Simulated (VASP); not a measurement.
Here is a VASP 6.6.1 calculation.

Contents of INCAR:

```
SYSTEM = GaAs
ALGO = Normal ; EDIFF = 1E-8
ENCUT = 520 ; GGA = PS
IBRION = 8 ; ISIF = 2
ISMEAR = 0 ; LASPH = .TRUE.
LCHARG = .FALSE. ; LEPSILON = .TRUE.
LREAL = .FALSE. ; LWAVE = .FALSE.
NELM = 60 ; NSW = 1
PREC = Accurate ; SIGMA = 0.01
```

KPOINTS

```
k-points
0
G
  12 12 12
  0 0 0
```

Contents of POSCAR:

```
GaAs
1.0
    0.0000000000      2.7613646284      2.7613646284
    2.7613646284      0.0000000000      2.7613646284
    2.7613646284      2.7613646284      0.0000000000
Ga As
1 1
Direct
    0.0000000000      0.0000000000      0.0000000000
    0.7500000000      0.7500000000      0.7500000000
```

Potentials or basis: VASP PAW PBE potentials, release 64 (Ga_d, As).

Run with:

```sh
$ cat potpaw_PBE.64/Ga_d/POTCAR potpaw_PBE.64/As/POTCAR > POTCAR
$ mpirun -np 1 vasp_std > vasp.out
```

(1) Predict the electronic dielectric tensor (diagonal).

(2) Estimate the Born charges (mean of the diagonal).

(3) What does it give for the highest phonon frequency at Γ, LO-TO splitting left out?

Answers

(1) 13.19.

(2) Ga +1.99; As -1.99 e.

(3) 288 cm⁻¹.

Caveat: the cell stands under pressure or tension, which shifts response properties.
